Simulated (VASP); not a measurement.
# Cd3TeO2 (Pn-3m) in VASP: a series of runs, part 2 of 2

VASP 6.6.1. Earlier steps stand in the parts before.

**3. Single point, PBE**

This run uses another cell than the first one, of 25.11 Å³/atom.

Input file INCAR:

```
PREC = Accurate
ENCUT = 520
EDIFF = 1E-7
ISMEAR = 0
SIGMA = 0.1
LREAL = F
LASPH = T
NELM = 100
ALGO = Normal
ISIF = 2
LWAVE = F
LCHARG = F
GGA = PE
NBANDS = 66
```

Input file KPOINTS:

```
Automatic mesh
0
Gamma
  4 4 4
```

Input file POSCAR:

```
Cd3TeO2
1.0
    6.7043831300      0.0000000000      0.0000000000
    0.0000000000      6.7043831300      0.0000000000
    0.0000000000      0.0000000000      6.7043831300
Cd Te O
6 2 4
Direct
    0.0000000000      0.5000000000      0.5000000000
    0.5000000000      0.0000000000      0.5000000000
    0.5000000000      0.5000000000      0.0000000000
    0.0000000000      0.5000000000      0.0000000000
    0.5000000000      0.0000000000      0.0000000000
    0.0000000000      0.0000000000      0.5000000000
    0.0000000000      0.0000000000      0.0000000000
    0.5000000000      0.5000000000      0.5000000000
    0.2500000000      0.2500000000      0.2500000000
    0.7500000000      0.7500000000      0.2500000000
    0.7500000000      0.2500000000      0.7500000000
    0.2500000000      0.7500000000      0.7500000000
```

Potentials or basis: VASP PAW PBE potentials, release 64 (Cd, Te, O).

Launch:

```
$ cat potpaw_PBE.64/Cd/POTCAR potpaw_PBE.64/Te/POTCAR potpaw_PBE.64/O/POTCAR > POTCAR
$ mpirun -np 1 vasp_std > vasp.out
```

Wall time 5.4 min (1 thread of Intel Xeon Platinum 8259CL at 2.50GHz (Skylake/Cascade Lake), shared host); peak memory 0.44 GiB.

The run converged. Its results:

```
Free energy            : -27.3230 eV
Pressure               : -8.7 GPa
Band gap on the k mesh : zero (bands 54 and 55 overlap by 0.16 eV)
```

Levels at points of the mesh, in eV from the Fermi level:
```tsv
k point	band 50	band 51	band 52	band 53	band 54	band 55	band 56	band 57	band 58	band 59
(0.00, 0.00, 0.00)	-2.03	-2.03	-1.66	-0.04	-0.04	0.37	0.37	0.37	0.46	0.46
(0.50, 0.00, 0.00)	-1.34	-1.28	-1.28	-0.07	-0.07	-0.04	-0.04	0.31	0.31	1.44
(0.50, 0.50, 0.00)	-1.45	-0.82	-0.82	-0.07	-0.07	-0.02	-0.02	0.36	0.36	1.52
(0.50, 0.50, 0.50)	-2.15	-1.64	0.02	0.02	0.02	0.14	0.14	0.14	1.54	1.54
```

Caveat: the cell stands under tension; semilocal functionals underestimate gaps, so a narrow gap can read as zero; spin-orbit coupling is left out, which moves the levels of the heavy elements.

**4. Single point, PBE**

Input file INCAR:

```
SYSTEM = Cd3TeO2
  PREC = Accurate
  ENCUT = 520
  EDIFF = 1E-6
  ISMEAR = 0
  SIGMA = 0.1
  LREAL = .FALSE.
  LASPH = .TRUE.
  NELM = 100
  ALGO = Normal
  ISIF = 2
  LWAVE = .FALSE.
  LCHARG = .FALSE.
  GGA = PE
  NBANDS = 66
```

Input file KPOINTS:

```
Automatic mesh
0
G
  6 6 6
  0 0 0
```

POSCAR, as its differences from that of step 3:

```diff
@@ -2,5 +2,5 @@
 1.0
-    6.7043831300      0.0000000000      0.0000000000
-    0.0000000000      6.7043831300      0.0000000000
-    0.0000000000      0.0000000000      6.7043831300
+    6.1299428461      0.0000000000      0.0000000000
+    0.0000000000      6.1299428461      0.0000000000
+    0.0000000000      0.0000000000      6.1299428461
 Cd Te O
```

Potentials or basis: VASP PAW PBE potentials, release 64 (Cd, Te, O).

Launch:

```
$ cat potpaw_PBE.64/Cd/POTCAR potpaw_PBE.64/Te/POTCAR potpaw_PBE.64/O/POTCAR > POTCAR
$ mpirun -np 1 vasp_std > vasp.out
```

OUTCAR:

```text
SYSTEM = Cd3TeO2
   PREC = Accurate
   ENCUT = 520
   EDIFF = 1E-6
   ISMEAR = 0
   LREAL = .FALSE.
   LASPH = .TRUE.
   NELM = 100
   ISIF = 2
   GGA = PE

 ion  position               nearest neighbor table
   1  0.000  0.500  0.500-   9 2.65  10 2.65  11 2.65  12 2.65   6 3.06   8 3.06   4 3.06   4 3.06
                             6 3.06   8 3.06
   2  0.500  0.000  0.500-   9 2.65  10 2.65  11 2.65  12 2.65   6 3.06   8 3.06   5 3.06   5 3.06
                             8 3.06   6 3.06
   3  0.500  0.500  0.000-   9 2.65  10 2.65  11 2.65  12 2.65   5 3.06   8 3.06   4 3.06   8 3.06
                             5 3.06   4 3.06
   4  0.000  0.500  0.000-   9 2.65  10 2.65  11 2.65  12 2.65   3 3.06   7 3.06   1 3.06   1 3.06
                             7 3.06   3 3.06
   5  0.500  0.000  0.000-   9 2.65  10 2.65  11 2.65  12 2.65   3 3.06   7 3.06   2 3.06   2 3.06
                             3 3.06   7 3.06
   6  0.000  0.000  0.500-   9 2.65  10 2.65  11 2.65  12 2.65   2 3.06   7 3.06   1 3.06   7 3.06
                             1 3.06   2 3.06
   7  0.000  0.000  0.000-   9 2.65  10 2.65  11 2.65  12 2.65   5 3.06   6 3.06   4 3.06   6 3.06
                             4 3.06   5 3.06
   8  0.500  0.500  0.500-   9 2.65  10 2.65  11 2.65  12 2.65   2 3.06   3 3.06   1 3.06   3 3.06
[... 1598 lines left out ...]

  FORCE on cell =-STRESS in cart. coord.  units (eV):
  Direction    XX          YY          ZZ          XY          YZ          ZX
  --------------------------------------------------------------------------------------
  -------------------------------------------------------------------------------------
  Total        0.4440714      0.4440714      0.4440714     -0.0000000      0.0000000      0.0000000
  in kB        3.0888308      3.0888308      3.0888308     -0.0000000      0.0000000      0.0000000
  external PRESSURE =       3.0888308 kB  Pullay stress =       0.0000000 kB

 VOLUME and BASIS-vectors are now :
 -----------------------------------------------------------------------------
  energy-cutoff  :      520.00
  volume of cell :      230.34
      direct lattice vectors                 reciprocal lattice vectors
     6.129942846  0.000000000  0.000000000     0.163133658  0.000000000  0.000000000
     0.000000000  6.129942846  0.000000000     0.000000000  0.163133658  0.000000000
     0.000000000  0.000000000  6.129942846     0.000000000  0.000000000  0.163133658

 POSITION                                       TOTAL-FORCE (eV/Angst)
 -----------------------------------------------------------------------------------
      0.00000      3.06497      3.06497        -0.000000      0.000000     -0.000000
      3.06497      0.00000      3.06497         0.000000      0.000000     -0.000000
      3.06497      3.06497      0.00000        -0.000000     -0.000000      0.000000
      0.00000      3.06497      0.00000        -0.000000      0.000000     -0.000000
      3.06497      0.00000      0.00000        -0.000000     -0.000000     -0.000000
      0.00000      0.00000      3.06497         0.000000      0.000000      0.000000
      0.00000      0.00000      0.00000         0.000000     -0.000000      0.000000
      3.06497      3.06497      3.06497        -0.000000      0.000000     -0.000000
      1.53249      1.53249      1.53249        -0.000000      0.000000      0.000000
      4.59746      4.59746      1.53249         0.000000      0.000000      0.000000
      4.59746      1.53249      4.59746        -0.000000      0.000000      0.000000
      1.53249      4.59746      4.59746        -0.000000      0.000000      0.000000
 -----------------------------------------------------------------------------------
    total drift:                                0.000000      0.000000      0.000000

  FREE ENERGIE OF THE ION-ELECTRON SYSTEM (eV)
  ---------------------------------------------------
  free  energy   TOTEN  =       -29.7896177126 eV

  energy  without entropy=      -29.6892745586  energy(sigma->0) =      -29.73944614
```

Run time: 5.5 min. Hardware: 1 thread of Intel Xeon Platinum 8259CL at 2.50GHz (Skylake/Cascade Lake), shared host; peak memory 0.46 GiB.

What came out:

* Free energy: -29.7896 eV
* Pressure: 0.3 GPa
* Band gap on the k mesh: zero (bands 54 and 55 overlap by 0.42 eV)

Caveat: semilocal functionals underestimate gaps, so a narrow gap can read as zero; spin-orbit coupling is left out, which moves the levels of the heavy elements.

**5. Summary**

```csv
cell,k mesh,gap on the mesh (eV),pressure (GPa)
"a = 6.130 Å, 12 atoms",4 × 4 × 4,none,0.3
"a = 6.704 Å, 12 atoms",4 × 4 × 4,none,-8.7
"a = 6.130 Å, 12 atoms",6 × 6 × 6,none,0.3
```

Alike in all rows: task single point; level PBE; potentials or basis VASP PAW PBE potentials, release 64 (Cd, Te, O); no spin polarisation; cutoff (eV) 520; smearing gaussian 0.1 eV.

Caveats: semilocal functionals underestimate gaps, so a narrow gap can read as zero; spin-orbit coupling is left out, which moves the levels of the heavy elements; the cell stands under tension (at least some runs).

Total energies depend on the potentials used, so only differences within one code and one set of settings carry meaning.
